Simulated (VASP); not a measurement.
# Ir in VASP: notebook

The runs below take Ir through single point, with PBE.

Program: VASP 6.6.1. These are calculated values, not measurements. Logs are shortened: lines on timing, memory, paths and dates and some standing lists are left out, and cuts for length are marked.

**1. The cell of the first run**

The typed cell holds 1 atom: a = 2.891 Å, b = 2.816 Å, c = 2.820 Å, α = 60.32°, β = 58.54°, γ = 61.58°.

**2. Single point, PBE (the cell strained at random)**

File INCAR:

```
PREC = Accurate ; ENCUT = 520
EDIFF = 1E-6 ; ISMEAR = 0
SIGMA = 0.1 ; LREAL = False
LASPH = True ; NELM = 60
ALGO = Fast ; ISIF = 2
LWAVE = False ; LCHARG = True
GGA = PE ; LELF = True
LVHAR = True ; NBANDS = 10
```

File KPOINTS:

```
regular mesh
0
Gamma
  16 16 16
```

File POSCAR:

```
Ir
1.0
   -0.0277012710      2.0902077540      1.9966799700
    1.9983117150     -0.0150696450      1.9840483440
    1.9537170840      2.0329814970      0.0295249860
Ir
1
Direct
    0.0000000000      0.0000000000      0.0000000000
```

Potentials or basis: VASP PAW PBE potentials, release 64 (Ir).

Command:

```
$ cat potpaw_PBE.64/Ir/POTCAR > POTCAR
$ mpirun -np 1 vasp_std > vasp.out
```

OUTCAR:

```text
PREC = Accurate
   ENCUT = 520
   EDIFF = 1E-6
   ISMEAR = 0
   LREAL = False
   LASPH = True
   NELM = 60
   ISIF = 2
   GGA = PE

 ion  position               nearest neighbor table
   1  0.000  0.000  0.000-

  LATTYP: Found a triclinic cell.
 ALAT       =     2.8197333094
 B/A-ratio  =     0.9986803281
 C/A-ratio  =     0.9904013197
 COS(alpha) =     0.0073018749
 COS(beta)  =     0.4694487535
 COS(gamma) =     0.4951988265

  Lattice vectors:

 A1 = (   1.9537170840,   2.0329814970,   0.0295249860)
 A2 = (   1.9983117150,  -0.0150696450,   1.9840483440)
 A3 = (   1.9814183550,  -0.0572262570,  -1.9671549840)

Analysis of symmetry for initial positions (statically):
=====================================================================
 Subroutine PRICEL returns:
 Original cell was already a primitive cell.

 Routine SETGRP: Setting up the symmetry group for a
 triclinic supercell.

 Subroutine GETGRP returns: Found  2 space group operations
 (whereof  2 operations were pure point group operations)
 out of a pool of  2 trial point group operations.

The static configuration has the point symmetry S_2 .

Analysis of symmetry for dynamics (positions and initial velocities):
=====================================================================
 Subroutine PRICEL returns:
 Original cell was already a primitive cell.

 Routine SETGRP: Setting up the symmetry group for a
 triclinic supercell.

 Subroutine GETGRP returns: Found  2 space group operations
 (whereof  2 operations were pure point group operations)
 out of a pool of  2 trial point group operations.

The dynamic configuration has the point symmetry S_2 .

 Subroutine INISYM returns: Found  2 space group operations
 (whereof  2 operations are pure point group operations),
 and found     1 'primitive' translations

----------------------------------------------------------------------------------------

                                     Primitive cell

  volume of cell :      16.2610

  direct lattice vectors                    reciprocal lattice vectors
    -0.027701271  2.090207754  1.996679970    -0.248077035  0.234750081  0.251643488
     1.998311715 -0.015069645  1.984048344     0.245833726 -0.239946359  0.254596457
     1.953717084  2.032981497  0.029524986     0.256882401  0.248751725 -0.256839766

  length of vectors
     2.890755389  2.816012187  2.819733309     0.424233733  0.427583713  0.440264300

  position of ions in fractional coordinates (direct lattice)
     0.000000000  0.000000000  0.000000000

  ion indices of the primitive-cell ions
   primitive index   ion index
                 1           1

----------------------------------------------------------------------------------------

 KPOINTS: regular mesh

Automatic generation of k-mesh.
 Grid dimensions read from file:
 generate k-points for:   16   16   16

 Generating k-lattice:

  Cartesian coordinates                     Fractional coordinates (reciprocal lattice)
    -0.015504815  0.014671880  0.015727718     0.062500000  0.000000000  0.000000000
     0.015364608 -0.014996647  0.015912279     0.000000000  0.062500000  0.000000000
     0.016055150  0.015546983 -0.016052485    -0.000000000  0.000000000  0.062500000

  Length of vectors
     0.026514608  0.026723982  0.027516519

  Shift w.r.t. Gamma in fractional coordinates (k-lattice)
     0.000000000  0.000000000  0.000000000

 Subroutine IBZKPT returns following result:
 ===========================================

 Found   2052 irreducible k-points:

 Following reciprocal coordinates:
            Coordinates               Weight
  0.000000  0.000000  0.000000      1.000000
  0.062500  0.000000 -0.000000      2.000000
  0.125000  0.000000 -0.000000      2.000000
  0.187500  0.000000 -0.000000      2.000000
  0.250000  0.000000 -0.000000      2.000000
  0.312500  0.000000 -0.000000      2.000000
[... 16 lines left out ...]
 -0.187500  0.062500  0.000000      2.000000
 -0.125000  0.062500  0.000000      2.000000
 [... further k-points ...]
   k-points           NKPTS =   2052   k-points in BZ     NKDIM =   2052   number of bands    NBANDS=     10
   number of dos      NEDOS =    301   number of ions     NIONS =      1
   total plane-waves  NPLWV =  13824
   dimension x,y,z NGX =    24 NGY =   24 NGZ =   24
   dimension x,y,z NGXF=    48 NGYF=   48 NGZF=   48
   ions per type =               1
   NGX,Y,Z   is equivalent  to a cutoff of  13.80, 14.17, 14.15 a.u.
   NGXF,Y,Z  is equivalent  to a cutoff of  27.60, 28.34, 28.30 a.u.
 SYSTEM =  unknown system
   PREC   = accura    normal or accurate (medium, high low for compatibility)
   ISTART =      0    job   : 0-new  1-cont  2-samecut
   ICHARG =      2    charge: 1-file 2-atom 10-const
   ISPIN  =      1    spin polarized calculation?
   LNONCOLLINEAR =      F non collinear calculations
   LSORBIT =      F    spin-orbit coupling
   LASPH  =      T    aspherical Exc in radial PAW
   ENCUT  =  520.0 eV  38.22 Ry    6.18 a.u.   5.37  5.24  5.24*2*pi/ulx,y,z
   NELM   =     60;   NELMIN=  2; NELMDL= -5     # of ELM steps
   EDIFF  = 0.1E-05   stopping-criterion for ELM
   LREAL  =      F    real-space projection
   EDIFFG = 0.1E-04   stopping-criterion for IOM
   NSW    =      0    number of steps for IOM
   IBRION =     -1    ionic relax: 0-MD 1-quasi-New 2-CG
   NFREE  =      0    steps in history (QN), initial steepest desc. (CG)
   ISIF   =      2    stress and relaxation
   ISYM   =      2    0-nonsym 1-usesym 2-fastsym
   POTIM  = 0.5000    time-step for ionic-motion
   TEBEG  =    0.0;   TEEND  =   0.0 temperature during run
   PSTRESS=    0.0 pullay stress
   NELECT =       9.0000    total number of electrons
   NUPDOWN=      -1.0000    fix difference up-down
   EMIN   =  10.00;   EMAX   =-10.00  energy-range for DOS
   EFERMI =   0.00;   METHOD = LEGACY
   ISMEAR =     0;   SIGMA  =   0.10  broadening in eV -4-tet -1-fermi 0-gaus
   EFERMI_NEDOS =   21; number of points for ismear=-14 and -15
   IALGO  =     68    algorithm
   IMIX   =      4    mixing-type and parameters
     AMIX     =   0.40;   BMIX     =  1.00
     AMIX_MAG =   1.60;   BMIX_MAG =  1.00
  volume/ion in A,a.u.               =      16.26       109.73
  Fermi-wavevector in a.u.,A,eV,Ry     =   1.344126  2.540030 24.581303  1.806675
  Thomas-Fermi vector in A             =   2.472145
   LORBIT       =      0    0 simple, 1 ext, 2 COOP (PROOUT), +10 PAW based schemes
   GGA     = PE    functional components
   LHFCALC =     F    Hartree Fock is set to
   AEXX    =    0.0000 exact exchange contribution
   IVDW    =     0    specifies the selected vdW correction
   LEPSILON=     F    determine dielectric tensor
   LRPA    =     F    only Hartree local field effects (RPA)
 non-spin polarized calculation
 RMM-DIIS sequential band-by-band and
 Gauss-broadening in eV      SIGMA  =   0.10
  energy-cutoff  :      520.00
  volume of cell :       16.26
 maximum number of plane-waves:       448
 NGX is ok and might be reduce to    24
   NGX = 11   NGY = 11   NGZ = 11

 number of electron       9.0000000 magnetization

 Free energy of the ion-electron system (eV)
  ---------------------------------------------------
  ext. energy  EPLUGINS =         0.00000000
  ---------------------------------------------------
  free energy    TOTEN  =        -8.63940231 eV

  energy without entropy =       -8.63177797  energy(sigma->0) =       -8.63559014

 E-fermi :   8.1242     XC(G=0): -13.1675

 val. band max:        8.1232263517   @ k =   0.3125   0.1875   0.3125
 cond. band min:       8.1248580663   @ k =   0.3750  -0.1250   0.1875
 fundamental gap:      0.0016317147
 Fermi energy:         8.1241926089

 k-point     1 :       0.0000    0.0000    0.0000
  band No.  band energies     occupation
      1      -1.5337      2.00000
      2       4.5997      2.00000
      3       5.1074      2.00000
      4       5.3279      2.00000
      5       6.8728      2.00000
      6       7.4819      2.00000
      7      22.6681      0.00000
      8      26.4919      0.00000
      9      27.6957      0.00000
     10      28.2335      0.00000

 k-point     2 :       0.0625    0.0000   -0.0000
  band No.  band energies     occupation
      1      -1.3891      2.00000
      2       4.5896      2.00000
      3       5.1516      2.00000
      4       5.3310      2.00000
      5       6.8634      2.00000
      6       7.4446      2.00000
      7      22.8796      0.00000
      8      25.9919      0.00000
      9      27.9120      0.00000
     10      28.1451      0.00000

 k-point     3 :       0.1250    0.0000   -0.0000
  band No.  band energies     occupation
      1      -0.9720      2.00000
      2       4.5316      2.00000
      3       5.2558      2.00000
      4       5.3719      2.00000
      5       6.8754      2.00000
      6       7.3655      2.00000
      7      23.3969      0.00000
      8      24.6278      0.00000
      9      28.5052      0.00000
     10      28.6220      0.00000

 k-point     4 :       0.1875    0.0000   -0.0000
  band No.  band energies     occupation
      1      -0.3416      2.00000
      2       4.4502      2.00000
      3       5.3404      2.00000
      4       5.4301      2.00000
      5       7.0186      2.00000
      6       7.3388      2.00000
      7      22.6951      0.00000
      8      24.1643      0.00000
      9      29.3947      0.00000
     10      29.5701      0.00000

 k-point     5 :       0.2500    0.0000   -0.0000
  band No.  band energies     occupation
      1       0.3706      2.00000
      2       4.5108      2.00000
      3       5.3177      2.00000
      4       5.4188      2.00000
      5       7.3749      2.00000
      6       7.4723      2.00000
      7      20.7555      0.00000
      8      24.2144      0.00000
      9      30.1549      0.00000
     10      30.4131      0.00000

 k-point     6 :       0.3125    0.0000   -0.0000
  band No.  band energies     occupation
      1       0.9477      2.00000
      2       4.9437      2.00000
      3       5.2142      2.00000
      4       5.3184      2.00000
      5       7.7700      2.00000
      6       7.8904      1.99905
      7      18.6190      0.00000
      8      23.6434      0.00000
      9      29.5962      0.00000
     10      29.7792      0.00000
[... 183 lines left out ...]
 k-point    21 :      -0.3125    0.0625    0.0000
  band No.  band energies     occupation
      1       1.1960      2.00000
      2       5.0430      2.00000
      3       5.0971      2.00000
      4       5.3452      2.00000
      5       7.7419      2.00000
      6       8.3482      0.00153
      7      18.0186      0.00000
      8      23.5958      0.00000
      9      27.4806      0.00000
     10      30.1031      0.00000

 k-point    22 :      -0.2500    0.0625   -0.0000
  band No.  band energies     occupation
      1       0.6965      2.00000
      2       4.4795      2.00000
      3       5.2484      2.00000
      4       5.4801      2.00000
      5       7.2158      2.00000
      6       7.9514      1.98544
      7      20.2054      0.00000
      8      24.2124      0.00000
      9      28.2383      0.00000
     10      30.2626      0.00000

 k-point    23 :      -0.1875    0.0625    0.0000
  band No.  band energies     occupation
      1      -0.0028      2.00000
      2       4.3305      2.00000
      3       5.3544      2.00000
      4       5.5340      2.00000
      5       6.8513      2.00000
      6       7.6546      2.00000
      7      22.2233      0.00000
      8      24.3633      0.00000
      9      28.5999      0.00000
     10      29.8834      0.00000

 k-point    24 :      -0.1250    0.0625    0.0000
  band No.  band energies     occupation
      1      -0.6748      2.00000
      2       4.3926      2.00000
      3       5.3285      2.00000
      4       5.4920      2.00000
      5       6.7341      2.00000
      6       7.5107      2.00000
      7      23.6496      0.00000
      8      24.1787      0.00000
      9      28.0916      0.00000
     10      29.4695      0.00000

 [... further k-points ...]
[... 5 lines left out ...]
  --------------------------------------------------------------------------------------
  -------------------------------------------------------------------------------------
  Total       -2.6246916     -3.5585823     -2.4920740      0.4807293     -0.2991260     -0.1638066
  in kB     -258.6079302   -350.6231430   -245.5412724     47.3657233    -29.4725479    -16.1396825
  external PRESSURE =    -284.9241152 kB  Pullay stress =       0.0000000 kB

 VOLUME and BASIS-vectors are now :
 -----------------------------------------------------------------------------
  energy-cutoff  :      520.00
  volume of cell :       16.26
      direct lattice vectors                 reciprocal lattice vectors
    -0.027701271  2.090207754  1.996679970    -0.248077035  0.234750081  0.251643488
     1.998311715 -0.015069645  1.984048344     0.245833726 -0.239946359  0.254596457
     1.953717084  2.032981497  0.029524986     0.256882401  0.248751725 -0.256839766

 POSITION                                       TOTAL-FORCE (eV/Angst)
 -----------------------------------------------------------------------------------
      0.00000      0.00000      0.00000         0.000000      0.000000      0.000000
 -----------------------------------------------------------------------------------
    total drift:                               -0.000000      0.000000      0.000000

  FREE ENERGIE OF THE ION-ELECTRON SYSTEM (eV)
  ---------------------------------------------------
  free  energy   TOTEN  =        -8.6394023112 eV

  energy  without entropy=       -8.6317779747  energy(sigma->0) =       -8.63559014
```

It took 1.9 min on 1 thread of Intel Xeon 6975P-C (Granite Rapids), shared host; peak memory 0.45 GiB.

Results:

- Free energy: -8.6394 eV
- Pressure: -28.5 GPa

Stress tensor (GPa, compression positive):
```
-25.86   4.74  -1.61
  4.74 -35.06  -2.95
 -1.61  -2.95 -24.55
```

Caveat: the cell differs from its parent crystal (the cell strained at random); spin-orbit coupling is left out, which moves the levels of the heavy elements.

**3. Single point, PBE (volume scaled by 0.98)**

File INCAR:

```
ALGO = Normal
EDIFF = 1E-7
ENCUT = 520
GGA = PE
ISIF = 2
ISMEAR = -1
LASPH = T
LCHARG = F
LREAL = F
LWAVE = F
NBANDS = 10
NELM = 60
PREC = Accurate
SIGMA = 0.15
```

File KPOINTS:

```
k-points
0
Gamma
  20 20 20
```

File POSCAR:

```
Ir
1.0
    0.0000000000      1.9234939523      1.9234939523
    1.9234939523      0.0000000000      1.9234939523
    1.9234939523      1.9234939523      0.0000000000
Ir
1
Direct
    0.0000000000      0.0000000000      0.0000000000
```

Potentials or basis: VASP PAW PBE potentials, release 64 (Ir).

Command:

```
$ cat potpaw_PBE.64/Ir/POTCAR > POTCAR
$ mpirun -np 1 vasp_std > vasp.out
```

It took 12 s on 1 thread of Intel Xeon 6975P-C (Granite Rapids), shared host; peak memory 0.16 GiB.

It converged, with:

```
Free energy : -8.8787 eV
Pressure    : 7.9 GPa
```

Levels at points of the mesh, in eV from the Fermi level:
```csv
k point,band 1,band 2,band 3,band 4,band 5,band 6,band 7,band 8,band 9
"(0.00, 0.00, 0.00)",-11.02,-3.81,-3.81,-3.81,-1.15,-1.15,14.37,19.92,19.92
"(0.50, 0.00, 0.00)",-8.00,-3.92,-3.92,-0.71,0.92,0.92,7.24,13.91,19.77
"(0.50, 0.50, 0.00)",-7.81,-7.24,0.89,1.50,1.50,1.74,10.47,11.72,11.72
```

Caveat: the cell differs from its parent crystal (volume scaled by 0.98); spin-orbit coupling is left out, which moves the levels of the heavy elements.

**4. Single point, PBE**

This run uses another cell than the first one, of 14.52 Å³/atom, 0.893 times its volume.

File INCAR:

```
ALGO     = Normal         # electronic algorithm
EDIFF    = 1E-7           # SCF threshold, eV
ENCUT    = 520            # plane-wave cutoff, eV
GGA      = PE             # functional
ISIF     = 2              # what is computed and relaxed
ISMEAR   = -1             # smearing method
LASPH    = T              # aspherical terms in the spheres
LCHARG   = F              # write CHGCAR
LREAL    = F              # projectors in reciprocal space
LWAVE    = F              # write WAVECAR
NBANDS   = 10             # bands
NELM     = 100            # most SCF steps
PREC     = Accurate       # precision mode
SIGMA    = 0.15           # smearing width, eV
```

KPOINTS is that of step 3.

File POSCAR:

```
Ir
1.0
    0.0000000000      1.9364909273      1.9364909273
    1.9364909273      0.0000000000      1.9364909273
    1.9364909273      1.9364909273      0.0000000000
Ir
1
Direct
    0.0000000000      0.0000000000      0.0000000000
```

Command:

```
$ cat potpaw_PBE.64/Ir/POTCAR > POTCAR
$ mpirun -np 1 vasp_std > vasp.out
```

It took 11 s on 1 thread of Intel Xeon 6975P-C (Granite Rapids), shared host; peak memory 0.15 GiB.

The run converged. Its results:

- Free energy: -8.8863 eV
- Pressure: 0.5 GPa

Levels at points of the mesh, in eV from the Fermi level:
```tsv
k point	band 1	band 2	band 3	band 4	band 5	band 6	band 7	band 8
(0.00, 0.00, 0.00)	-10.80	-3.69	-3.69	-3.69	-1.12	-1.12	14.41	19.84
(0.50, 0.00, 0.00)	-7.79	-3.79	-3.79	-0.66	0.89	0.89	7.04	13.95
(0.50, 0.50, 0.00)	-7.58	-7.02	0.86	1.44	1.44	1.74	10.19	11.62
```

Caveat: spin-orbit coupling is left out, which moves the levels of the heavy elements.

**5. Single point, PBE (volume scaled by 1.02)**

File INCAR:

```
SYSTEM = Ir
PREC = Accurate
ENCUT = 520
EDIFF = 1E-7
ISMEAR = -1
SIGMA = 0.15
LREAL = .False.
LASPH = .True.
NELM = 100
ALGO = Fast
ISIF = 2
LWAVE = .False.
LCHARG = .True.
GGA = PE
LELF = .True.
LVHAR = .True.
NBANDS = 10
```

File KPOINTS:

```
regular mesh
0
Gamma
  20 20 20
  0 0 0
```

File POSCAR:

```
Ir
1.0
    0.0000000000      1.9493157443      1.9493157443
    1.9493157443      0.0000000000      1.9493157443
    1.9493157443      1.9493157443      0.0000000000
Ir
1
Direct
    0.0000000000      0.0000000000      0.0000000000
```

Command:

```
$ cat potpaw_PBE.64/Ir/POTCAR > POTCAR
$ mpirun -np 1 vasp_std > vasp.out
```

It took 19 s on 1 thread of Intel Xeon 6975P-C (Granite Rapids), shared host; peak memory 0.17 GiB.

Results (log left out):

```yaml
Free_energy: -8.8813 eV
Pressure: -6.1 GPa
```

Levels at points of the mesh, in eV from the Fermi level:
```csv
k point,band 1,band 2,band 3,band 4,band 5,band 6,band 7,band 8,band 9
"(0.00, 0.00, 0.00)",-10.59,-3.58,-3.58,-3.58,-1.09,-1.09,14.45,19.76,19.76
"(0.50, 0.00, 0.00)",-7.59,-3.67,-3.67,-0.60,0.86,0.86,6.84,13.98,19.43
"(0.50, 0.50, 0.00)",-7.36,-6.81,0.82,1.39,1.39,1.75,9.93,11.53,11.53
```

Caveat: the cell differs from its parent crystal (volume scaled by 1.02); spin-orbit coupling is left out, which moves the levels of the heavy elements.

**6. The runs side by side**

| cell | k mesh | smearing | gap on the mesh (eV) | pressure (GPa) |
| --- | --- | --- | --- | --- |
| a = 2.891, b = 2.816, c = 2.820 Å, angles 60.3, 58.5, 61.6°, 1 atom | 16 × 16 × 16 | gaussian 0.1 eV | none | -28.5 |
| a = 2.720 Å, angles 60.0°, 1 atom | 20 × 20 × 20 | fermi-dirac 0.15 eV | none | 7.9 |
| a = 2.739 Å, angles 60.0°, 1 atom | 20 × 20 × 20 | fermi-dirac 0.15 eV | none | 0.5 |
| a = 2.757 Å, angles 60.0°, 1 atom | 20 × 20 × 20 | fermi-dirac 0.15 eV | none | -6.1 |

Alike in all rows: task single point; level PBE; potentials or basis VASP PAW PBE potentials, release 64 (Ir); no spin polarisation; cutoff (eV) 520.

Caveats: spin-orbit coupling is left out, which moves the levels of the heavy elements.

Total energies depend on the potentials used, so only differences within one code and one set of settings carry meaning.
